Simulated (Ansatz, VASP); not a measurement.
**Mo in VASP and in Ansatz**

The input INCAR:

```
  PREC = Accurate
  ENCUT = 520
  EDIFF = 1E-6
  ISMEAR = -1
  SIGMA = 0.05
  LREAL = F
  LASPH = T
  NELM = 60
  ALGO = Normal
  ISIF = 2
  LWAVE = F
  LCHARG = F
  NBANDS = 21
```

Contents of KPOINTS:

```
Automatic mesh
0
Gamma
  10 10 10
```

The input POSCAR:

```
Mo
1.0
    0.0000000000      2.7041431590      2.7041431590
    2.7041431590      0.0000000000      2.7041431590
    2.7041431590      2.7041431590      0.0000000000
Mo
2
Direct
   -0.2825000000     -0.0725000000     -0.0725000000
    0.2825000000      0.0725000000      0.0725000000
```

Input for Ansatz:

```yaml
crystal:
  lattice:
    - [0.0, 2.704143159, 2.704143159]
    - [2.704143159, 0.0, 2.704143159]
    - [2.704143159, 2.704143159, 0.0]
  atoms:
    - { symbol: Mo, position: [-0.2825, -0.0725, -0.0725] }
    - { symbol: Mo, position: [0.2825, 0.0725, 0.0725] }
kpoints:
  mp_grid: { grid: [10, 10, 10] }
scf:
  occupations: { method: fermi_dirac, width: 0.05 }
hamiltonian:
  xc: lda
  pseudopotentials: { kind: paw }
output:
  forces: true
  stress: true
  eigenvalues: true
  populations: true
```

Change from the starting cell: shortest bond scaled by 0.58, PAW files.

Alike in both runs: task single point; functional LDA; k mesh 10 × 10 × 10; occupations fermi-dirac, width 0.05 eV; no spin polarisation.

```csv
,VASP,Ansatz
version,VASP 6.6.1,Ansatz 0.2.0
potentials or method,"VASP PAW LDA potentials, release 64 (Mo_sv)","PAW with Ansatz's default frozen-core files, scalar-relativistic"
plane-wave cutoff (eV),520,420
valence electrons in the cell,28,28
```

```csv
,VASP,Ansatz,Ansatz less VASP
pressure (GPa),374.9,336.6,-38.28
"traceless stress, the component that is largest in VASP (GPa)",-372.20,-328.43,+43.767
rms of the force components (eV/Å),114.171,100.351,-13.8202
```

LDA's correlation is that of Perdew and Zunger in VASP and of Perdew and Wang (1992) in Ansatz. Atom by atom the forces differ by 13.820 eV/Å (rms over components). The pressures are high and differ by over a tenth, so treat them with care.

Noted on VASP's run: the cell as given lies far from equilibrium.
